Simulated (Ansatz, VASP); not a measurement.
# BiTe: VASP beside Ansatz

```
CELL_PARAMETERS angstrom
0.00000 3.09839 3.09839
3.09839 0.00000 3.09839
3.09839 3.09839 0.00000
ATOMIC_POSITIONS crystal
Bi 0.00000 0.00000 0.00000
Te 0.50000 0.50000 0.50000
```

Alike in both runs: task single point; functional r2SCAN; k mesh 12 × 12 × 12; occupations gaussian, width 0.1 eV; no spin polarisation.

|  | VASP | Ansatz |
| --- | --- | --- |
| version | VASP 6.6.1 | Ansatz 0.2.0 |
| potentials or method | VASP PAW PBE potentials, release 64 (Bi_d, Te), cutoff 520 eV | scalar-relativistic, plane waves, PAW |
| valence electrons in the cell | 21 | 31 |

|  | VASP | Ansatz | Ansatz less VASP |
| --- | --- | --- | --- |
| gap on the k mesh at the Fermi level (eV) | none | none | - |
| pressure (GPa) | 8.8 | 8.8 | +0.01 |

VASP's potentials were made for PBE, not for r2SCAN. A gap of «none» marks a metal or a gap that the smearing closes. VASP's potentials hold 21 valence electrons a cell and Ansatz's 31, so a difference there can come from the potentials and not from the codes.

Neither program's run includes spin-orbit coupling.
